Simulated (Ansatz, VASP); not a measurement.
# Ca in VASP and in Ansatz

INCAR

```
SYSTEM = Ca
ALGO     = Normal         ! electronic algorithm
EDIFF    = 1E-7           ! SCF threshold, eV
EDIFFG   = -0.002         ! ionic threshold
ENCUT    = 500            ! plane-wave cutoff, eV
GGA      = PE             ! functional
GGA_COMPAT= .False.      
IBRION   = 2              ! ionic algorithm
ISIF     = 3              ! what is computed and relaxed
ISMEAR   = 0              ! smearing method
LASPH    = .True.         ! aspherical terms in the spheres
LCHARG   = .False.        ! write CHGCAR
LREAL    = .False.        ! projectors in reciprocal space
LWAVE    = .False.        ! write WAVECAR
NELM     = 120            ! most SCF steps
NELMIN   = 4            
NSW      = 100            ! ionic steps
PREC     = Accurate       ! precision mode
SIGMA    = 0.1            ! smearing width, eV
```

The input KPOINTS:

```
k-points
0
Gamma
  14 14 14
  0 0 0
```

Contents of POSCAR:

```
Ca
1.0
    0.0000000000      2.8005000000      2.8005000000
    2.8005000000      0.0000000000      2.8005000000
    2.8005000000      2.8005000000      0.0000000000
Ca
1
Direct
    0.0000000000      0.0000000000      0.0000000000
```

Input for Ansatz:

```yaml
crystal:
  lattice:
    - [0.0, 2.8005, 2.8005]
    - [2.8005, 0.0, 2.8005]
    - [2.8005, 2.8005, 0.0]
  atoms:
    - { symbol: Ca, position: [0.0, 0.0, 0.0] }
basis:
  ecutwfc: 420
kpoints:
  mp_grid: { grid: [14, 14, 14] }
hamiltonian:
  xc: pbe
  pseudopotentials: { kind: paw, azcp: { folder: soft_1 } }
scf:
  occupations: { method: gaussian, width: 0.1 }
output:
  forces: true
  stress: true
  eigenvalues: true
  write_density: true
  write_potential: true
  elf: true
  volumetric_format: npy
relax:
  adjacent_minimum: "off"
  f_tol: 0.002
  max_steps: 80
  cell: { stress_tol: 0.02 }
```

Alike in both runs: task relaxation of cell and atoms; functional PBE; k mesh 14 × 14 × 14; occupations gaussian, width 0.1 eV; no spin polarisation.

```csv
,VASP,Ansatz
version,VASP 6.6.1,Ansatz 0.2.0
potentials or method,"VASP PAW PBE potentials, release 64 (Ca_sv), cutoff 500 eV","scalar-relativistic, plane waves, PAW"
valence electrons in the cell,10,10
```

Ansatz gave:

```
gap on the k mesh at the Fermi level, each at its own relaxed structure (eV) : none
relaxed volume (Å³/atom)                                                     : 42.14
relaxed length of the cell vector where the two differ most in proportion (Å)              : 3.906
```

Problem. What did VASP give for the same quantities?

Solution. gap on the k mesh at the Fermi level, each at its own relaxed structure (eV): none; relaxed volume (Å³/atom): 42.20; relaxed length of the cell vector where the two differ most in proportion (Å): 3.908.

A gap of «none» marks a metal or a gap that the smearing closes.
